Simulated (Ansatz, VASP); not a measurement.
# Be3ZnSe4 in VASP and in Ansatz

```
Be Zn Se
1.0
     3.75544    0.00000    0.00000
     0.00000    3.76364    5.33772
     0.00000   -3.76364    5.33772
Be Zn Se
3 1 4
Direct
  0.00000 0.50039 0.99917
  0.50000 0.50040 0.50040
  0.00000 0.99917 0.50039
  0.50000 0.00147 0.00147
  0.50000 0.39435 0.86840
  0.00000 0.86089 0.86089
  0.00000 0.37494 0.37494
  0.50000 0.86840 0.39435
```

Alike in both runs: task single point; functional PBE; k mesh 8 × 6 × 6; occupations gaussian, width 0.02 eV; no spin polarisation.

```csv
,VASP,Ansatz
version,VASP 6.6.1,Ansatz 0.2.0
potentials or method,"VASP PAW PBE potentials, release 64 (Be, Zn, Se), cutoff 520 eV","scalar-relativistic, plane waves, PAW"
valence electrons in the cell,42,82
```

VASP gave:

* gap on the k mesh at the Fermi level (eV): 2.47
* least direct gap on the mesh (eV): 2.50
* pressure (GPa): 0.2
* rms of the force components (eV/Å): 0.006

**Question.** What did Ansatz give for the same quantities?

**Answer.** gap on the k mesh at the Fermi level (eV): 2.48; least direct gap on the mesh (eV): 2.51; pressure (GPa): 0.0; rms of the force components (eV/Å): 0.003.

Atom by atom the forces differ by 0.005 eV/Å (rms over components). With one functional, cell and mesh, what is left measures potentials, basis and numerics. VASP's potentials hold 42 valence electrons a cell and Ansatz's 82, so a difference there can come from the potentials and not from the codes.
